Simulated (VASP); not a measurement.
# PtSe in VASP: notebook

The runs below take PtSe through single point, relaxation of cell and atoms, with PBE.

Program: VASP 6.6.1. These are calculated values, not measurements. Logs are shortened: lines on timing, memory, paths and dates and some standing lists are left out, and cuts for length are marked.

## Step 1: The cell of the first run

Symmetry: Immm, No. 71, orthorhombic system. The conventional cell has a = 3.918 Å, b = 3.997 Å, c = 5.597 Å, α = 90.00°, β = 90.00°, γ = 90.00°. Within 3.7 Å of Pt (site symmetry mmm) lie 6 Se at 2.80 Å. Within 3.7 Å of Se (site symmetry mmm) lie 6 Pt at 2.80 Å.

## Step 2: Single point, PBE

The input, INCAR:

```
  PREC = Accurate
  ENCUT = 520
  EDIFF = 1E-6
  ISMEAR = -1
  SIGMA = 0.05
  LREAL = F
  LASPH = T
  NELM = 60
  ALGO = Normal
  ISIF = 2
  LWAVE = F
  LCHARG = F
  GGA = PE
  NBANDS = 15
```

The input, KPOINTS:

```
Automatic mesh
0
Gamma
  7 7 7
```

The input, POSCAR:

```
PtSe
1.0
   -0.0279841113      2.7984111300      2.7984111300
    2.7984111300     -0.0279841113      2.7984111300
    2.7704270187      2.7704270187      0.0000000000
Pt Se
1 1
Direct
    0.5000000000      0.5000000000      0.5000000000
    0.0000000000      0.0000000000      0.0000000000
```

Potentials or basis: VASP PAW PBE potentials, release 64 (Pt, Se).

Command:

```bash
$ cat potpaw_PBE.64/Pt/POTCAR potpaw_PBE.64/Se/POTCAR > POTCAR
$ mpirun -np 1 vasp_std > vasp.out
```

OUTCAR:

```text
PREC = Accurate
   ENCUT = 520
   EDIFF = 1E-6
   ISMEAR = -1
   LREAL = F
   LASPH = T
   NELM = 60
   ISIF = 2
   GGA = PE

 ion  position               nearest neighbor table
   1  0.500  0.500  0.500-   2 2.80   2 2.80   2 2.80   2 2.80   2 2.80   2 2.80
   2  0.000  0.000  0.000-   1 2.80   1 2.80   1 2.80   1 2.80   1 2.80   1 2.80

  LATTYP: Found a body centered orthorhombic cell.
 ALAT       =     3.9179754634
 B/A-ratio  =     1.0202020202
 C/A-ratio  =     1.4284985479

  Lattice vectors:

 A1 = (   0.0279841113,  -2.7984111300,  -2.7984111300)
 A2 = (  -0.0279841113,   2.7984111300,  -2.7984111300)
 A3 = (   2.7984111300,  -0.0279841113,   2.7984111300)

Analysis of symmetry for initial positions (statically):
=====================================================================
 Subroutine PRICEL returns:
 Original cell was already a primitive cell.

 Routine SETGRP: Setting up the symmetry group for a
 body centered orthorhombic supercell.

 Subroutine GETGRP returns: Found  8 space group operations
 (whereof  8 operations were pure point group operations)
 out of a pool of  8 trial point group operations.

The static configuration has the point symmetry D_2h.

Analysis of symmetry for dynamics (positions and initial velocities):
=====================================================================
 Subroutine PRICEL returns:
 Original cell was already a primitive cell.

 Routine SETGRP: Setting up the symmetry group for a
 body centered orthorhombic supercell.

 Subroutine GETGRP returns: Found  8 space group operations
 (whereof  8 operations were pure point group operations)
 out of a pool of  8 trial point group operations.

The dynamic configuration has the point symmetry D_2h.

 Subroutine INISYM returns: Found  8 space group operations
 (whereof  8 operations are pure point group operations),
 and found     1 'primitive' translations

----------------------------------------------------------------------------------------

                                     Primitive cell

  volume of cell :      43.8249

  direct lattice vectors                    reciprocal lattice vectors
    -0.027984111  2.798411130  2.798411130    -0.176903779  0.176903779  0.178672817
     2.798411130 -0.027984111  2.798411130     0.176903779 -0.176903779  0.178672817
     2.770427019  2.770427019  0.000000000     0.180477593  0.180477593 -0.178672817

  length of vectors
     3.957649911  3.957649911  3.917975463     0.307431081  0.307431081  0.311557858

  position of ions in fractional coordinates (direct lattice)
     0.500000000  0.500000000  0.500000000
     0.000000000  0.000000000  0.000000000

  ion indices of the primitive-cell ions
   primitive index   ion index
                 1           1
                 2           2

----------------------------------------------------------------------------------------

 KPOINTS: Automatic mesh

Automatic generation of k-mesh.
 Grid dimensions read from file:
 generate k-points for:    7    7    7

 Generating k-lattice:

  Cartesian coordinates                     Fractional coordinates (reciprocal lattice)
    -0.025271968  0.025271968  0.025524688     0.142857143  0.000000000  0.000000000
     0.025271968 -0.025271968  0.025524688     0.000000000  0.142857143  0.000000000
     0.025782513  0.025782513 -0.025524688     0.000000000  0.000000000  0.142857143

  Length of vectors
     0.043918726  0.043918726  0.044508265

  Shift w.r.t. Gamma in fractional coordinates (k-lattice)
     0.000000000  0.000000000  0.000000000

 Subroutine IBZKPT returns following result:
 ===========================================

 Found     64 irreducible k-points:

 Following reciprocal coordinates:
            Coordinates               Weight
  0.000000  0.000000  0.000000      1.000000
  0.142857 -0.000000  0.000000      4.000000
  0.285714  0.000000  0.000000      4.000000
  0.428571 -0.000000  0.000000      4.000000
  0.142857  0.142857  0.000000      2.000000
  0.285714  0.142857  0.000000      4.000000
[... 16 lines left out ...]
 -0.142857  0.000000  0.142857      8.000000
  0.285714  0.285714  0.142857      4.000000
 [... further k-points ...]
   k-points           NKPTS =     64   k-points in BZ     NKDIM =     64   number of bands    NBANDS=     15
   number of dos      NEDOS =    301   number of ions     NIONS =      2
   total plane-waves  NPLWV =  27000
   dimension x,y,z NGX =    30 NGY =   30 NGZ =   30
   dimension x,y,z NGXF=    60 NGYF=   60 NGZF=   60
   ions per type =               1   1
   NGX,Y,Z   is equivalent  to a cutoff of  12.60, 12.60, 12.73 a.u.
   NGXF,Y,Z  is equivalent  to a cutoff of  25.20, 25.20, 25.46 a.u.
 SYSTEM =  unknown system
   PREC   = accura    normal or accurate (medium, high low for compatibility)
   ISTART =      0    job   : 0-new  1-cont  2-samecut
   ICHARG =      2    charge: 1-file 2-atom 10-const
   ISPIN  =      1    spin polarized calculation?
   LNONCOLLINEAR =      F non collinear calculations
   LSORBIT =      F    spin-orbit coupling
   LASPH  =      T    aspherical Exc in radial PAW
   ENCUT  =  520.0 eV  38.22 Ry    6.18 a.u.   7.36  7.36  7.28*2*pi/ulx,y,z
   NELM   =     60;   NELMIN=  2; NELMDL= -5     # of ELM steps
   EDIFF  = 0.1E-05   stopping-criterion for ELM
   LREAL  =      F    real-space projection
   EDIFFG = 0.1E-04   stopping-criterion for IOM
   NSW    =      0    number of steps for IOM
   IBRION =     -1    ionic relax: 0-MD 1-quasi-New 2-CG
   NFREE  =      0    steps in history (QN), initial steepest desc. (CG)
   ISIF   =      2    stress and relaxation
   ISYM   =      2    0-nonsym 1-usesym 2-fastsym
   POTIM  = 0.5000    time-step for ionic-motion
   TEBEG  =    0.0;   TEEND  =   0.0 temperature during run
   PSTRESS=    0.0 pullay stress
   NELECT =      16.0000    total number of electrons
   NUPDOWN=      -1.0000    fix difference up-down
   EMIN   =  10.00;   EMAX   =-10.00  energy-range for DOS
   EFERMI =   0.00;   METHOD = LEGACY
   ISMEAR =    -1;   SIGMA  =   0.05  broadening in eV -4-tet -1-fermi 0-gaus
   EFERMI_NEDOS =   21; number of points for ismear=-14 and -15
   IALGO  =     38    algorithm
   IMIX   =      4    mixing-type and parameters
     AMIX     =   0.40;   BMIX     =  1.00
     AMIX_MAG =   1.60;   BMIX_MAG =  1.00
  volume/ion in A,a.u.               =      21.91       147.87
  Fermi-wavevector in a.u.,A,eV,Ry     =   1.170059  2.211091 18.626896  1.369038
  Thomas-Fermi vector in A             =   2.306523
   LORBIT       =      0    0 simple, 1 ext, 2 COOP (PROOUT), +10 PAW based schemes
   GGA     = PE    functional components
[... 5 lines left out ...]
 non-spin polarized calculation
  energy-cutoff  :      520.00
  volume of cell :       43.82
 maximum number of plane-waves:      1219
 NGX is ok and might be reduce to    30
   NGX = 15   NGY = 15   NGZ = 15

 number of electron      16.0000000 magnetization

 Free energy of the ion-electron system (eV)
  ---------------------------------------------------
  ext. energy  EPLUGINS =         0.00000000
  ---------------------------------------------------
  free energy    TOTEN  =        -9.28700401 eV

  energy without entropy =       -9.27738824  energy(sigma->0) =       -9.28219612

 E-fermi :   5.0848     XC(G=0): -10.6104

 val. band max:        5.0139013955   @ k =   0.2857   0.1429   0.0000
 cond. band min:       5.1784999890   @ k =  -0.2857   0.1429   0.0000
 fundamental gap:      0.1645985935
 Fermi energy:         5.0847891477

 k-point     1 :       0.0000    0.0000    0.0000
  band No.  band energies     occupation
      1      -8.7591      2.00000
      2       2.8559      2.00000
      3       2.8595      2.00000
      4       2.8693      2.00000
      5       2.9047      2.00000
      6       2.9399      2.00000
      7       3.9624      2.00000
      8       4.0275      2.00000
      9       4.0969      2.00000
     10       5.6947      0.00001
     11      15.4407      0.00000
     12      15.9294      0.00000
     13      16.0330      0.00000
     14      16.1537      0.00000
     15      17.2175      0.00000

 k-point     2 :       0.1429   -0.0000    0.0000
  band No.  band energies     occupation
      1      -8.6004      2.00000
      2       1.9708      2.00000
      3       2.1517      2.00000
      4       2.1958      2.00000
      5       3.0067      2.00000
      6       3.0463      2.00000
      7       3.4762      2.00000
      8       4.9204      1.92807
      9       4.9705      1.81529
     10       7.2680      0.00000
     11      13.6597      0.00000
     12      14.9887      0.00000
     13      15.1288      0.00000
     14      16.1726      0.00000
     15      16.9272      0.00000

 k-point     3 :       0.2857    0.0000    0.0000
  band No.  band energies     occupation
      1      -8.1998      2.00000
      2       0.2581      2.00000
      3       1.3820      2.00000
      4       1.4400      2.00000
      5       3.2821      2.00000
      6       3.3253      2.00000
      7       3.6105      2.00000
      8       6.2394      0.00000
      9       6.2502      0.00000
     10       8.9474      0.00000
     11      11.9555      0.00000
     12      13.0808      0.00000
     13      13.2034      0.00000
     14      16.5066      0.00000
     15      17.2946      0.00000

 k-point     4 :       0.4286   -0.0000    0.0000
  band No.  band energies     occupation
      1      -7.8163      2.00000
      2      -0.8515      2.00000
      3       0.9691      2.00000
      4       1.0319      2.00000
      5       3.5236      2.00000
      6       3.5727      2.00000
      7       3.8598      2.00000
      8       7.2184      0.00000
      9       7.2482      0.00000
     10       8.8981      0.00000
     11      11.7201      0.00000
     12      11.8524      0.00000
     13      12.0785      0.00000
     14      17.6527      0.00000
     15      17.8864      0.00000
[... 307 lines left out ...]
 k-point    22 :      -0.2857   -0.0000    0.1429
  band No.  band energies     occupation
      1      -7.9829      2.00000
      2      -0.2082      2.00000
      3       1.0830      2.00000
      4       1.4685      2.00000
      5       3.3327      2.00000
      6       3.4568      2.00000
      7       3.8247      2.00000
      8       5.1788      0.26466
      9       7.2070      0.00000
     10       9.9516      0.00000
     11      10.9081      0.00000
     12      12.3749      0.00000
     13      12.9933      0.00000
     14      16.6639      0.00000
     15      18.2225      0.00000

 k-point    23 :      -0.1429    0.0000    0.1429
  band No.  band energies     occupation
      1      -8.3622      2.00000
      2       0.8697      2.00000
      3       1.5101      2.00000
      4       2.1272      2.00000
      5       3.0954      2.00000
      6       3.2213      2.00000
      7       3.7781      2.00000
      8       4.4619      1.99999
      9       6.2470      0.00000
     10       8.7768      0.00000
     11      12.5317      0.00000
     12      13.2838      0.00000
     13      13.7883      0.00000
     14      16.1386      0.00000
     15      17.6859      0.00000

 k-point    24 :       0.2857    0.2857    0.1429
  band No.  band energies     occupation
      1      -8.2477      2.00000
      2       0.4655      2.00000
      3       1.7980      2.00000
      4       1.8858      2.00000
      5       2.9676      2.00000
      6       3.2829      2.00000
      7       3.7990      2.00000
      8       4.9440      1.88694
      9       5.6573      0.00002
     10       9.3537      0.00000
     11      11.5643      0.00000
     12      13.3780      0.00000
     13      14.1710      0.00000
     14      15.7448      0.00000
     15      18.2774      0.00000

 [... further k-points ...]
[... 5 lines left out ...]
  --------------------------------------------------------------------------------------
  -------------------------------------------------------------------------------------
  Total       -4.0018233     -4.0018233     -4.0043153      0.1026498      0.0000000      0.0000000
  in kB     -146.3010231   -146.3010231   -146.3921297      3.7527333      0.0000000      0.0000000
  external PRESSURE =    -146.3313920 kB  Pullay stress =       0.0000000 kB

 VOLUME and BASIS-vectors are now :
 -----------------------------------------------------------------------------
  energy-cutoff  :      520.00
  volume of cell :       43.82
      direct lattice vectors                 reciprocal lattice vectors
    -0.027984111  2.798411130  2.798411130    -0.176903779  0.176903779  0.178672817
     2.798411130 -0.027984111  2.798411130     0.176903779 -0.176903779  0.178672817
     2.770427019  2.770427019  0.000000000     0.180477593  0.180477593 -0.178672817

 POSITION                                       TOTAL-FORCE (eV/Angst)
 -----------------------------------------------------------------------------------
      2.77043      2.77043      2.79841         0.000000     -0.000000      0.000000
      0.00000      0.00000      0.00000        -0.000000      0.000000     -0.000000
 -----------------------------------------------------------------------------------
    total drift:                                0.000000     -0.000000      0.000000

  FREE ENERGIE OF THE ION-ELECTRON SYSTEM (eV)
  ---------------------------------------------------
  free  energy   TOTEN  =        -9.2870040115 eV

  energy  without entropy=       -9.2773882350  energy(sigma->0) =       -9.28219612
```

Wall time 69 s (1 thread of Intel Xeon 8259CL, shared host); peak memory 0.2 GiB.

What came out:

| Quantity | Value |
| --- | --- |
| Free energy | -9.2870 eV |
| Pressure | -14.6 GPa |
| Band gap on the k mesh | zero (band 8 reaches 7.23 eV, above the bottom of band 9 at 4.10 eV) |

Caveat: spin-orbit coupling is left out, which moves the levels of the heavy elements.

(Part 1 of 2 ends here.)
